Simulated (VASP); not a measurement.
Here is a VASP 6.6.1 calculation.

File INCAR:

```
SYSTEM = Ti3Al
ALGO = Normal
EDIFF = 1E-6
ENCUT = 500
GGA = PE
GGA_COMPAT = .False.
ISIF = 2
ISMEAR = 0
ISPIN = 2
LASPH = .True.
LCHARG = .False.
LMAXMIX = 4
LORBIT = 11
LREAL = .False.
LWAVE = .False.
MAGMOM = 0.25 0.25 0.25 0
NBANDS = 32
NELM = 200
NUPDOWN = 0.75
PREC = Accurate
SIGMA = 0.15
```

The input KPOINTS:

```
k-points
0
Gamma
  12 12 12
  0 0 0
```

POSCAR

```
Ti3Al
1.0
    0.0000000000      2.9349709634      2.9349709634
    2.9349709634      0.0000000000      2.9349709634
    2.9349709634      2.9349709634      0.0000000000
Ti Al
3 1
Direct
    0.7500000000      0.7500000000      0.7500000000
    0.2500000000      0.2500000000      0.2500000000
    0.0000000000      0.0000000000      0.0000000000
    0.5000000000      0.5000000000      0.5000000000
```

Potentials or basis: VASP PAW PBE potentials, release 64 (Ti_sv, Al).

The run is started by

```console
$ cat potpaw_PBE.64/Ti_sv/POTCAR potpaw_PBE.64/Al/POTCAR > POTCAR
$ mpirun -np 1 vasp_std > vasp.out
```

What does it give for the pressure?

51.8 GPa.

Caveat: the total moment is fixed, so each spin has its own Fermi level.
